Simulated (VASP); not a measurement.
A run of VASP 6.6.1:

File INCAR:

```
PREC     = Accurate       # precision mode
ENCUT    = 600            # plane-wave cutoff, eV
EDIFF    = 1E-7           # SCF threshold, eV
ISMEAR   = -1             # smearing method
SIGMA    = 0.05           # smearing width, eV
LREAL    = False          # projectors in reciprocal space
LASPH    = True           # aspherical terms in the spheres
NELM     = 150            # most SCF steps
ALGO     = Normal         # electronic algorithm
ISIF     = 3              # what is computed and relaxed
LWAVE    = False          # write WAVECAR
LCHARG   = False          # write CHGCAR
ISPIN    = 2              # spin polarisation
MAGMOM   = 4 0            # initial moments
LORBIT   = 11             # projections on sites
LMAXMIX  = 4              # l up to which the mixer works
GGA      = PE             # functional
IBRION   = 2              # ionic algorithm
NSW      = 80             # ionic steps
EDIFFG   = -0.005         # ionic threshold
PSTRESS  = 200.0
```

The input KPOINTS:

```
Automatic mesh
0
Gamma
  7 7 7
```

The input POSCAR:

```
MnS
1.0
    0.0000000000      2.6045000000      2.6045000000
    2.6045000000      0.0000000000      2.6045000000
    2.6045000000      2.6045000000      0.0000000000
Mn S
1 1
Direct
    0.0000000000      0.0000000000      0.0000000000
    0.5000000000      0.5000000000      0.5000000000
```

Potentials or basis: VASP PAW PBE potentials, release 64 (Mn_pv, S).

Launch:

```console
$ cat potpaw_PBE.64/Mn_pv/POTCAR potpaw_PBE.64/S/POTCAR > POTCAR
$ mpirun -np 1 vasp_std > vasp.out
```

Hardware: 1 thread of Intel Xeon 8259CL, on a shared host.

Estimate the wall time of this run.

It took 7 min on 1 thread of Intel Xeon 8259CL, on a shared host, peak memory 0.2 GiB. Counts: scf iterations 84, k points 20, ion steps 7.
